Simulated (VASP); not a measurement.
Here is a VASP 6.6.1 calculation.

The input INCAR:

```
PREC = Accurate
ENCUT = 500
EDIFF = 1E-6
ISMEAR = -1
SIGMA = 0.05
LREAL = F
LASPH = T
NELM = 120
ALGO = Normal
ISIF = 2
LWAVE = F
LCHARG = F
GGA = PE
NBANDS = 12
GGA_COMPAT = F
```

The input KPOINTS:

```
regular mesh
0
Gamma
  10 10 10
```

The input POSCAR:

```
Zn
1.0
    0.0000000000      1.9612028455      1.9612028455
    1.9612028455      0.0000000000      1.9612028455
    1.9612028455      1.9612028455      0.0000000000
Zn
1
Direct
    0.0000000000      0.0000000000      0.0000000000
```

Potentials or basis: VASP PAW PBE potentials, release 64 (Zn).

Run with:

```bash
$ cat potpaw_PBE.64/Zn/POTCAR > POTCAR
$ mpirun -np 1 vasp_std > vasp.out
```

Task: What does it give for the band gap on the k mesh?

Result: Zero (bands 6 and 7 overlap by 2.55 eV).

Task: Predict the pressure.

Result: 0.4 GPa.
